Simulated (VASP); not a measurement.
# Zn (P6_3/mmc) in VASP: a series of runs

Zn is run at these levels: PBE; tasks: single point.

Program: VASP 6.6.1. These are calculated values, not measurements. Logs are shortened: lines on timing, memory, paths and dates and some standing lists are left out, and cuts for length are marked.

### Step 1. The cell of the first run

The structure is hexagonal, space group P6_3/mmc (No. 194). Conventional cell: a = 2.636 Å, b = 2.636 Å, c = 5.093 Å, α = 90.00°, β = 90.00°, γ = 120.00°. Within 3.5 Å of Zn (site symmetry -6m2) lie 12 Zn at 2.64 to 2.97 Å.

### Step 2. Single point, PBE

File INCAR:

```
PREC     = Accurate       # precision mode
ENCUT    = 500            # plane-wave cutoff, eV
EDIFF    = 1E-6           # SCF threshold, eV
ISMEAR   = -1             # smearing method
SIGMA    = 0.1            # smearing width, eV
LREAL    = False          # projectors in reciprocal space
LASPH    = True           # aspherical terms in the spheres
NELM     = 120            # most SCF steps
ALGO     = Normal         # electronic algorithm
ISIF     = 2              # what is computed and relaxed
LWAVE    = False          # write WAVECAR
LCHARG   = False          # write CHGCAR
GGA      = PE             # functional
NBANDS   = 32             # bands
GGA_COMPAT= False
```

File KPOINTS:

```
regular mesh
0
Gamma
  14 7 8
```

File POSCAR:

```
Zn
1.0
   -1.3179064435      2.2826809196      0.0000000000
    0.0000000000      0.0000000000      5.0929170809
    3.9537193303      2.2826809197      0.0000000000
Zn
4
Direct
    0.5000000000      0.2500000000      0.1666666670
    0.0000000000      0.2500000000      0.6666666670
    0.0000000000      0.7500000000      0.3333333330
    0.5000000000      0.7500000000      0.8333333330
```

Potentials or basis: VASP PAW PBE potentials, release 64 (Zn).

The run is started by

```sh
cat potpaw_PBE.64/Zn/POTCAR > POTCAR
mpirun -np 1 vasp_std > vasp.out
```

OUTCAR:

```text
PREC = Accurate
   ENCUT = 500
   EDIFF = 1E-6
   ISMEAR = -1
   LREAL = False
   LASPH = True
   NELM = 120
   ISIF = 2
   GGA = PE

 ion  position               nearest neighbor table
   1  0.500  0.250  0.167-   2 2.64   2 2.64   2 2.64   2 2.64   3 2.97   3 2.97   3 2.97   3 2.97
                             4 2.97   4 2.97
   2  0.000  0.250  0.667-   1 2.64   1 2.64   1 2.64   1 2.64   4 2.97   4 2.97   4 2.97   4 2.97
                             3 2.97   3 2.97
   3  0.000  0.750  0.333-   4 2.64   4 2.64   4 2.64   4 2.64   1 2.97   1 2.97   1 2.97   1 2.97
                             2 2.97   2 2.97
   4  0.500  0.750  0.833-   3 2.64   3 2.64   3 2.64   3 2.64   2 2.97   2 2.97   2 2.97   2 2.97
                             1 2.97   1 2.97

  LATTYP: Found a simple orthorhombic cell.
 ALAT       =     2.6358128869
 B/A-ratio  =     1.7320508076
 C/A-ratio  =     1.9321997803

  Lattice vectors:

 A1 = (   1.3179064435,  -2.2826809196,   0.0000000000)
 A2 = (   3.9537193303,   2.2826809197,   0.0000000000)
 A3 = (   0.0000000000,   0.0000000000,   5.0929170809)

Analysis of symmetry for initial positions (statically):
=====================================================================
 Subroutine PRICEL returns following result:

  LATTYP: Found a hexagonal cell.
 ALAT       =     2.6358128869
 C/A-ratio  =     1.9321997803

  Lattice vectors:

 A1 = (   1.3179064434,   2.2826809197,   0.0000000000)
 A2 = (  -2.6358128869,  -0.0000000000,   0.0000000000)
 A3 = (   0.0000000000,   0.0000000000,   5.0929170809)

   2 primitive cells build up your supercell.

 Routine SETGRP: Setting up the symmetry group for a
 simple orthorhombic supercell.

 Subroutine GETGRP returns: Found  8 space group operations
 (whereof  4 operations were pure point group operations)
 out of a pool of  8 trial point group operations.

The static configuration has the point symmetry C_2h.
 The point group associated with its full space group is D_2h.

Analysis of symmetry for dynamics (positions and initial velocities):
=====================================================================
 Subroutine PRICEL returns following result:

  LATTYP: Found a hexagonal cell.
 ALAT       =     2.6358128869
 C/A-ratio  =     1.9321997803

  Lattice vectors:
[... 104 lines left out ...]
   NGXF,Y,Z  is equivalent  to a cutoff of  25.23, 26.11, 26.22 a.u.
 SYSTEM =  unknown system
   PREC   = accura    normal or accurate (medium, high low for compatibility)
   ISTART =      0    job   : 0-new  1-cont  2-samecut
   ICHARG =      2    charge: 1-file 2-atom 10-const
   ISPIN  =      1    spin polarized calculation?
   LNONCOLLINEAR =      F non collinear calculations
   LSORBIT =      F    spin-orbit coupling
   LASPH  =      T    aspherical Exc in radial PAW
   ENCUT  =  500.0 eV  36.75 Ry    6.06 a.u.   4.81  9.29  8.32*2*pi/ulx,y,z
   NELM   =    120;   NELMIN=  2; NELMDL= -5     # of ELM steps
   EDIFF  = 0.1E-05   stopping-criterion for ELM
   LREAL  =      F    real-space projection
   EDIFFG = 0.1E-04   stopping-criterion for IOM
   NSW    =      0    number of steps for IOM
   IBRION =     -1    ionic relax: 0-MD 1-quasi-New 2-CG
   NFREE  =      0    steps in history (QN), initial steepest desc. (CG)
   ISIF   =      2    stress and relaxation
   ISYM   =      2    0-nonsym 1-usesym 2-fastsym
   POTIM  = 0.5000    time-step for ionic-motion
   TEBEG  =    0.0;   TEEND  =   0.0 temperature during run
   PSTRESS=    0.0 pullay stress
   NELECT =      48.0000    total number of electrons
   NUPDOWN=      -1.0000    fix difference up-down
   EMIN   =  10.00;   EMAX   =-10.00  energy-range for DOS
   EFERMI =   0.00;   METHOD = LEGACY
   ISMEAR =    -1;   SIGMA  =   0.10  broadening in eV -4-tet -1-fermi 0-gaus
   EFERMI_NEDOS =   21; number of points for ismear=-14 and -15
   IALGO  =     38    algorithm
   IMIX   =      4    mixing-type and parameters
     AMIX     =   0.40;   BMIX     =  1.00
     AMIX_MAG =   1.60;   BMIX_MAG =  1.00
  volume/ion in A,a.u.               =      15.32       103.39
  Fermi-wavevector in a.u.,A,eV,Ry     =   1.509048  2.851688 30.983548  2.277226
  Thomas-Fermi vector in A             =   2.619422
   LORBIT       =      0    0 simple, 1 ext, 2 COOP (PROOUT), +10 PAW based schemes
   GGA     = PE    functional components
   LHFCALC =     F    Hartree Fock is set to
   AEXX    =    0.0000 exact exchange contribution
   IVDW    =     0    specifies the selected vdW correction
   LEPSILON=     F    determine dielectric tensor
   LRPA    =     F    only Hartree local field effects (RPA)
 non-spin polarized calculation
  energy-cutoff  :      500.00
  volume of cell :       61.29
 maximum number of plane-waves:      1581
 NGX is ok and might be reduce to    20
   NGX =  9   NGY = 19   NGZ = 17

 number of electron      47.9999988 magnetization

 Free energy of the ion-electron system (eV)
  ---------------------------------------------------
  ext. energy  EPLUGINS =         0.00000000
  ---------------------------------------------------
  free energy    TOTEN  =        -4.43559859 eV

  energy without entropy =       -4.40290538  energy(sigma->0) =       -4.41925198

 E-fermi :   3.0363     XC(G=0): -11.5027

 val. band max:        3.0036700935   @ k =   0.3571   0.0000   0.1250
 cond. band min:       3.0589176277   @ k =   0.0714   0.0000   0.3750
 fundamental gap:      0.0552475342
 Fermi energy:         3.0363119875

 k-point     1 :       0.0000    0.0000    0.0000
  band No.  band energies     occupation
      1      -7.3006      2.00000
      2      -5.6159      2.00000
      3      -5.3929      2.00000
      4      -5.3144      2.00000
      5      -5.1105      2.00000
      6      -4.9061      2.00000
[... 829 lines left out ...]
     31       9.3739      0.00000
     32       9.3739      0.00000

 [... further k-points ...]
[... 5 lines left out ...]
  --------------------------------------------------------------------------------------
  -------------------------------------------------------------------------------------
  Total        0.3306520      0.2895726     -0.1007714      0.0355758      0.0000000     -0.0000000
  in kB        8.6442098      7.5702753     -2.6344598      0.9300546      0.0000000     -0.0000000
  external PRESSURE =       4.5266751 kB  Pullay stress =       0.0000000 kB

 VOLUME and BASIS-vectors are now :
 -----------------------------------------------------------------------------
  energy-cutoff  :      500.00
  volume of cell :       61.29
      direct lattice vectors                 reciprocal lattice vectors
    -1.317906444  2.282680920  0.000000000    -0.189694801  0.328561033  0.000000000
     0.000000000  0.000000000  5.092917081     0.000000000  0.000000000  0.196351125
     3.953719330  2.282680920  0.000000000     0.189694801  0.109520344  0.000000000

 POSITION                                       TOTAL-FORCE (eV/Angst)
 -----------------------------------------------------------------------------------
      0.00000      1.52179      1.27323        -0.001936     -0.001118     -0.000000
      2.63581      1.52179      1.27323        -0.001936     -0.001118      0.000000
      1.31791      0.76089      3.81969         0.001936      0.001118     -0.000000
      2.63581      3.04357      3.81969         0.001936      0.001118      0.000000
 -----------------------------------------------------------------------------------
    total drift:                                0.000000      0.000000      0.000000

  FREE ENERGIE OF THE ION-ELECTRON SYSTEM (eV)
  ---------------------------------------------------
  free  energy   TOTEN  =        -4.4355985850 eV

  energy  without entropy=       -4.4029053772  energy(sigma->0) =       -4.41925198
```

Run time: 5.9 min. Hardware: 1 thread of Intel Xeon 8259CL, shared host; peak memory 0.33 GiB.

What came out:

| Property | Result |
| --- | --- |
| Free energy | -4.4356 eV |
| Pressure | 0.5 GPa |
| Band gap on the k mesh | zero (bands 24 and 25 overlap by 3.37 eV) |

Forces on the atoms (eV/Å):
```
Zn  -0.002 -0.001  0.000
Zn  -0.002 -0.001  0.000
Zn   0.002  0.001  0.000
Zn   0.002  0.001  0.000
```

Stress tensor (GPa, compression positive):
```
 0.86  0.09  0.00
 0.09  0.76  0.00
 0.00  0.00 -0.26
```

Levels at points of the mesh, in eV from the Fermi level:
| k point | band 21 | band 22 | band 23 | band 24 | band 25 | band 26 | band 27 | band 28 |
| --- | --- | --- | --- | --- | --- | --- | --- | --- |
| (0.00, 0.00, 0.00) | -6.85 | -3.74 | -3.47 | -2.66 | -1.95 | 2.38 | 3.58 | 3.87 |
| (0.50, 0.00, 0.00) | -4.00 | -4.00 | 0.98 | 0.98 | 2.65 | 2.65 | 3.43 | 3.43 |
| (0.00, 0.00, 0.50) | -7.09 | -7.09 | -2.30 | -2.30 | -1.27 | -1.27 | 7.21 | 7.21 |
| (0.50, 0.00, 0.50) | -2.66 | -2.66 | -1.95 | -1.95 | 2.38 | 2.38 | 3.58 | 3.58 |

### Step 3. Single point, PBE

File INCAR:

```
SYSTEM = Zn
  ALGO = Normal
  EDIFF = 1E-6
  ENCUT = 500
  GGA = PE
  GGA_COMPAT = .FALSE.
  ISIF = 2
  ISMEAR = -1
  LASPH = .TRUE.
  LCHARG = .FALSE.
  LREAL = .FALSE.
  LWAVE = .FALSE.
  NBANDS = 32
  NELM = 120
  PREC = Accurate
  SIGMA = 0.1
```

File KPOINTS:

```
k-points
0
G
  14 7 8
  0 0 0
```

POSCAR is that of step 2.

Potentials or basis: VASP PAW PBE potentials, release 64 (Zn).

The run is started by

```sh
cat potpaw_PBE.64/Zn/POTCAR > POTCAR
mpirun -np 1 vasp_std > vasp.out
```

It took 4.6 min on 1 thread of Intel Xeon 8259CL, shared host; peak memory 0.33 GiB.

It converged, with:

```
Free energy            : -4.4356 eV
Pressure               : 0.5 GPa
Band gap on the k mesh : zero (bands 24 and 25 overlap by 3.37 eV)
```

Forces in eV/Å, atoms in the order of the input:
```
Zn  -0.002 -0.001  0.000
Zn  -0.002 -0.001  0.000
Zn   0.002  0.001  0.000
Zn   0.002  0.001  0.000
```

Stress tensor (GPa, compression positive):
```
 0.86  0.09  0.00
 0.09  0.76  0.00
 0.00  0.00 -0.26
```

Levels at points of the mesh, in eV from the Fermi level:
| k point | band 20 | band 21 | band 22 | band 23 | band 24 | band 25 | band 26 | band 27 | band 28 | band 29 |
| --- | --- | --- | --- | --- | --- | --- | --- | --- | --- | --- |
| (0.00, 0.00, 0.00) | -6.87 | -6.85 | -3.74 | -3.47 | -2.66 | -1.95 | 2.38 | 3.58 | 3.87 | 5.66 |
| (0.50, 0.00, 0.00) | -6.98 | -4.00 | -4.00 | 0.98 | 0.98 | 2.65 | 2.65 | 3.43 | 3.43 | 3.59 |
| (0.00, 0.00, 0.50) | -7.26 | -7.09 | -7.09 | -2.30 | -2.30 | -1.27 | -1.27 | 7.21 | 7.21 | 12.32 |
| (0.50, 0.00, 0.50) | -6.85 | -2.66 | -2.66 | -1.95 | -1.95 | 2.38 | 2.38 | 3.58 | 3.58 | 3.87 |
